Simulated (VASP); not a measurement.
# HfSnTeS3 (P-6m2) in VASP: further runs, part 2 of 2

VASP 6.6.1. Earlier steps stand in the parts before.

### 3 Single point, PBE

This run uses another cell than the first one: it holds 12 atoms, not 6.

File INCAR:

```
ALGO     = Normal         # electronic algorithm
EDIFF    = 1E-6           # SCF threshold, eV
ENCUT    = 500            # plane-wave cutoff, eV
GGA      = PE             # functional
GGA_COMPAT= False        
ISIF     = 2              # what is computed and relaxed
ISMEAR   = 0              # smearing method
LASPH    = True           # aspherical terms in the spheres
LCHARG   = True           # write CHGCAR
LELF     = True           # ELF
LREAL    = False          # projectors in reciprocal space
LVHAR    = True         
LWAVE    = False          # write WAVECAR
NBANDS   = 60             # bands
NELM     = 120            # most SCF steps
PREC     = Accurate       # precision mode
SIGMA    = 0.2            # smearing width, eV
```

File KPOINTS:

```
k-points
0
Gamma
  4 4 2
```

File POSCAR:

```
HfSnTeS3
1.0
    0.0000000000      0.0000000000     -5.0576257323
    3.5385652106     -6.1289747308      0.0000000000
  -10.6156956320     -6.1289747307      0.0000000000
Hf Sn Te S
2 2 2 6
Direct
    0.5000000000      0.5000000000      0.8333333333
    0.5000000000      0.0000000000      0.3333333333
    1.0000000000      0.0000000000      1.0000000000
    0.0000000000      0.5000000000      0.5000000000
    0.5000000000      0.0000000000      1.0000000000
    0.5000000000      0.5000000000      0.5000000000
    1.0000000000      0.3056516713      0.8981161096
    0.0000000000      0.8056516713      0.3981161096
    1.0000000000      0.6943483287      0.8981161096
    0.0000000000      0.1943483287      0.3981161096
    0.0000000000      0.5000000000      0.7037677809
    1.0000000000      0.0000000000      0.2037677809
```

Potentials or basis: VASP PAW PBE potentials, release 64 (Hf_pv, Sn_d, Te, S).

Launch:

```console
$ cat potpaw_PBE.64/Hf_pv/POTCAR potpaw_PBE.64/Sn_d/POTCAR potpaw_PBE.64/Te/POTCAR potpaw_PBE.64/S/POTCAR > POTCAR
$ mpirun -np 1 vasp_std > vasp.out
```

OUTCAR:

```text
EDIFF = 1E-6
   ENCUT = 500
   GGA = PE
   ISIF = 2
   ISMEAR = 0
   LASPH = True
   LREAL = False
   NELM = 120
   PREC = Accurate

 ion  position               nearest neighbor table
   1  0.500  0.500  0.833-  11 2.99  11 2.99   7 2.99   7 2.99   9 2.99   9 2.99
   2  0.500  0.000  0.333-  12 2.99  12 2.99   8 2.99   8 2.99  10 2.99  10 2.99
   3  0.000  0.000  0.000-   7 2.50   9 2.50  12 2.50   5 2.53   5 2.53
   4  0.000  0.500  0.500-   8 2.50  10 2.50  11 2.50   6 2.53   6 2.53
   5  0.500  0.000  0.000-   3 2.53   3 2.53
   6  0.500  0.500  0.500-   4 2.53   4 2.53
   7  0.000  0.306  0.898-   3 2.50  11 2.75   9 2.75   1 2.99   1 2.99
   8  0.000  0.806  0.398-   4 2.50  12 2.75  10 2.75   2 2.99   2 2.99
   9  0.000  0.694  0.898-   3 2.50   7 2.75  11 2.75   1 2.99   1 2.99
  10  0.000  0.194  0.398-   4 2.50   8 2.75  12 2.75   2 2.99   2 2.99
  11  0.000  0.500  0.704-   4 2.50   7 2.75   9 2.75   1 2.99   1 2.99
  12  0.000  0.000  0.204-   3 2.50   8 2.75  10 2.75   2 2.99   2 2.99

  LATTYP: Found a simple orthorhombic cell.
 ALAT       =     5.0576257323
 B/A-ratio  =     1.3992989588
 C/A-ratio  =     2.4236568917

  Lattice vectors:

 A1 = (   0.0000000000,   0.0000000000,  -5.0576257323)
 A2 = (   3.5385652106,  -6.1289747308,   0.0000000000)
 A3 = ( -10.6156956320,  -6.1289747307,   0.0000000000)

Analysis of symmetry for initial positions (statically):
=====================================================================
 Subroutine PRICEL returns following result:

  LATTYP: Found a hexagonal cell.
 ALAT       =     7.0771304213
 C/A-ratio  =     0.7146435675

  Lattice vectors:

 A1 = (  -3.5385652106,   6.1289747308,   0.0000000000)
 A2 = (   7.0771304213,  -0.0000000000,   0.0000000000)
 A3 = (   0.0000000000,   0.0000000000,  -5.0576257323)

   2 primitive cells build up your supercell.

 Routine SETGRP: Setting up the symmetry group for a
 simple orthorhombic supercell.

 Subroutine GETGRP returns: Found  4 space group operations
 (whereof  4 operations were pure point group operations)
 out of a pool of  8 trial point group operations.

The static configuration has the point symmetry C_2v.

Analysis of symmetry for dynamics (positions and initial velocities):
=====================================================================
 Subroutine PRICEL returns following result:

  LATTYP: Found a hexagonal cell.
 ALAT       =     7.0771304213
 C/A-ratio  =     0.7146435675

  Lattice vectors:

 A1 = (  -3.5385652106,   6.1289747308,   0.0000000000)
 A2 = (   7.0771304213,  -0.0000000000,   0.0000000000)
 A3 = (   0.0000000000,   0.0000000000,  -5.0576257323)

   2 primitive cells build up your supercell.

 Routine SETGRP: Setting up the symmetry group for a
 simple orthorhombic supercell.

 Subroutine GETGRP returns: Found  4 space group operations
 (whereof  4 operations were pure point group operations)
 out of a pool of  8 trial point group operations.

The dynamic configuration has the point symmetry C_2v.

 Subroutine INISYM returns: Found  4 space group operations
[... 67 lines left out ...]
  0.500000  0.250000  0.000000      2.000000
[... 10 lines left out ...]
  0.250000  0.500000  0.500000      2.000000
  0.500000  0.500000  0.500000      1.000000
   k-points           NKPTS =     18   k-points in BZ     NKDIM =     18   number of bands    NBANDS=     60
   number of dos      NEDOS =    301   number of ions     NIONS =     12
   total plane-waves  NPLWV = 194400
   dimension x,y,z NGX =    40 NGY =   54 NGZ =   90
   dimension x,y,z NGXF=    80 NGYF=  108 NGZF=  180
   ions per type =               2   2   2   6
   NGX,Y,Z   is equivalent  to a cutoff of  13.15, 12.68, 12.21 a.u.
   NGXF,Y,Z  is equivalent  to a cutoff of  26.30, 25.37, 24.41 a.u.
 SYSTEM =  unknown system
   PREC   = accura    normal or accurate (medium, high low for compatibility)
   ISTART =      0    job   : 0-new  1-cont  2-samecut
   ICHARG =      2    charge: 1-file 2-atom 10-const
   ISPIN  =      1    spin polarized calculation?
   LNONCOLLINEAR =      F non collinear calculations
   LSORBIT =      F    spin-orbit coupling
   LASPH  =      T    aspherical Exc in radial PAW
   ENCUT  =  500.0 eV  36.75 Ry    6.06 a.u.   9.22 12.90 22.35*2*pi/ulx,y,z
   NELM   =    120;   NELMIN=  2; NELMDL= -5     # of ELM steps
   EDIFF  = 0.1E-05   stopping-criterion for ELM
   LREAL  =      F    real-space projection
   EDIFFG = 0.1E-04   stopping-criterion for IOM
   NSW    =      0    number of steps for IOM
   IBRION =     -1    ionic relax: 0-MD 1-quasi-New 2-CG
   NFREE  =      0    steps in history (QN), initial steepest desc. (CG)
   ISIF   =      2    stress and relaxation
   ISYM   =      2    0-nonsym 1-usesym 2-fastsym
   POTIM  = 0.5000    time-step for ionic-motion
   TEBEG  =    0.0;   TEEND  =   0.0 temperature during run
   PSTRESS=    0.0 pullay stress
   NELECT =      96.0000    total number of electrons
   NUPDOWN=      -1.0000    fix difference up-down
   EMIN   =  10.00;   EMAX   =-10.00  energy-range for DOS
   EFERMI =   0.00;   METHOD = LEGACY
   ISMEAR =     0;   SIGMA  =   0.20  broadening in eV -4-tet -1-fermi 0-gaus
   EFERMI_NEDOS =   21; number of points for ismear=-14 and -15
   IALGO  =     38    algorithm
   IMIX   =      4    mixing-type and parameters
     AMIX     =   0.40;   BMIX     =  1.00
     AMIX_MAG =   1.60;   BMIX_MAG =  1.00
  volume/ion in A,a.u.               =      36.56       246.74
  Fermi-wavevector in a.u.,A,eV,Ry     =   0.986487  1.864190 13.240598  0.973156
  Thomas-Fermi vector in A             =   2.117871
   LORBIT       =      0    0 simple, 1 ext, 2 COOP (PROOUT), +10 PAW based schemes
   GGA     = PE    functional components
   LHFCALC =     F    Hartree Fock is set to
   AEXX    =    0.0000 exact exchange contribution
   IVDW    =     0    specifies the selected vdW correction
   LEPSILON=     F    determine dielectric tensor
   LRPA    =     F    only Hartree local field effects (RPA)
 non-spin polarized calculation
 Gauss-broadening in eV      SIGMA  =   0.20
  energy-cutoff  :      500.00
  volume of cell :      438.75
 maximum number of plane-waves:     11188
 NGX is ok and might be reduce to    40

 number of electron      96.0000000 magnetization

 Free energy of the ion-electron system (eV)
  ---------------------------------------------------
  ext. energy  EPLUGINS =         0.00000000
  ---------------------------------------------------
  free energy    TOTEN  =       -53.94512846 eV

  energy without entropy =      -53.78970580  energy(sigma->0) =      -53.86741713

 E-fermi :   1.9850     XC(G=0):  -7.4324

 val. band max:        1.9744721429   @ k =   0.0000   0.0000   0.0000
 cond. band min:       1.9919522883   @ k =   0.2500   0.0000   0.0000
 fundamental gap:      0.0174801454
 Fermi energy:         1.9850257721

 k-point     1 :       0.0000    0.0000    0.0000
  band No.  band energies     occupation
      1     -31.1765      2.00000
      2     -31.1765      2.00000
      3     -31.1752      2.00000
      4     -31.1752      2.00000
      5     -30.8292      2.00000
      6     -30.8292      2.00000
[... 1123 lines left out ...]
     59       5.3021      0.00000
     60       5.3898      0.00000

------------------------ aborting loop because EDIFF is reached ----------------------------------------

  FORCE on cell =-STRESS in cart. coord.  units (eV):
  Direction    XX          YY          ZZ          XY          YZ          ZX
  --------------------------------------------------------------------------------------
  -------------------------------------------------------------------------------------
  Total       -0.3281965     -0.2269588     -0.0122122     -0.0876744      0.0000000     -0.0000000
  in kB       -1.1984580     -0.8287736     -0.0445948     -0.3201561      0.0000000     -0.0000000
  external PRESSURE =      -0.6906088 kB  Pullay stress =       0.0000000 kB

 VOLUME and BASIS-vectors are now :
 -----------------------------------------------------------------------------
  energy-cutoff  :      500.00
  volume of cell :      438.75
      direct lattice vectors                 reciprocal lattice vectors
     0.000000000  0.000000000 -5.057625732     0.000000000  0.000000000 -0.197721234
     3.538565211 -6.128974731  0.000000000     0.070650104 -0.122369570  0.000000000
   -10.615695632 -6.128974731  0.000000000    -0.070650104 -0.040789857  0.000000000

 POSITION                                       TOTAL-FORCE (eV/Angst)
 -----------------------------------------------------------------------------------
     -7.07713     -8.17197     -2.52881        -0.004422     -0.002553      0.000000
     -3.53857     -2.04299     -2.52881        -0.004422     -0.002553      0.000000
      0.00000      0.00000      0.00000         0.005401      0.003118     -0.000000
     -3.53857     -6.12897      0.00000         0.005401      0.003118     -0.000000
      0.00000      0.00000     -2.52881        -0.000656     -0.000379      0.000000
     -3.53857     -6.12897     -2.52881        -0.000656     -0.000379      0.000000
     -8.45256     -7.37786      0.00000         0.032739     -0.010725      0.000000
     -1.37543     -7.37786      0.00000         0.032739     -0.010725      0.000000
     -7.07713     -9.76017      0.00000         0.007081      0.033716      0.000000
     -3.53857     -3.63120      0.00000         0.007081      0.033716     -0.000000
     -5.70170     -7.37786      0.00000        -0.040144     -0.023177      0.000000
     -2.16314     -1.24889      0.00000        -0.040144     -0.023177      0.000000
 -----------------------------------------------------------------------------------
    total drift:                                0.000336      0.000194      0.000000

  FREE ENERGIE OF THE ION-ELECTRON SYSTEM (eV)
  ---------------------------------------------------
  free  energy   TOTEN  =       -53.9451284596 eV

  energy  without entropy=      -53.7897057971  energy(sigma->0) =      -53.86741713
```

It took 20 min on 1 thread of Oxide Virtual Turin-like, shared host; peak memory 0.7 GiB.

Results:

| Item | Value |
| --- | --- |
| Free energy | -53.9451 eV |
| Pressure | -0.1 GPa |
| Largest force | 0.046 eV/Å |
| Band gap on the k mesh | zero (bands 48 and 49 overlap by 0.19 eV) |

Forces in eV/Å, atoms in the order of the input:
```
Hf  -0.004 -0.003  0.000
Hf  -0.004 -0.003  0.000
Sn   0.005  0.003  0.000
Sn   0.005  0.003  0.000
Te  -0.001  0.000  0.000
Te  -0.001  0.000  0.000
S    0.033 -0.011  0.000
S    0.033 -0.011  0.000
S    0.007  0.034  0.000
S    0.007  0.034  0.000
S   -0.040 -0.023  0.000
S   -0.040 -0.023  0.000
```

Caveat: spin-orbit coupling is left out, which moves the levels of the heavy elements.

The gap in the log of VASP goes by the Fermi energy; the results here count the filled bands.